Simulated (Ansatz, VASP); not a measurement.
**One calculation of GaN, two programs**

```
Ga N
1.0
     0.00000    2.25350    2.25350
     2.25350    0.00000    2.25350
     2.25350    2.25350    0.00000
Ga N
1 1
Direct
  0.00000 0.00000 0.00000
  0.25000 0.25000 0.25000
```

Alike in both runs: functional BHLYP; k mesh 6 × 6 × 6; occupations fermi-dirac, width 0.05 eV; no spin polarisation.

|  | VASP | Ansatz |
| --- | --- | --- |
| version | VASP 6.6.1 | Ansatz 0.2.0 |
| potentials or method | VASP PAW PBE potentials, release 64 (Ga_d, N) | Ansatz PAW |
| plane-wave cutoff (eV) | 520 | 420 |
| valence electrons in the cell | 18 | 18 |
| task | single point | band structure |

Ansatz gave:

```
gap on the k mesh at the Fermi level (eV) : 5.90
least direct gap on the mesh (eV)         : 5.90
pressure (GPa)                            : -2.2
```

Problem. What did VASP give for the same quantities?

Solution. gap on the k mesh at the Fermi level (eV): 5.94; least direct gap on the mesh (eV): 5.94; pressure (GPa): -0.8.

VASP's potentials were made for PBE, not for BHLYP. With one functional, cell and mesh, what is left measures potentials, basis and numerics.
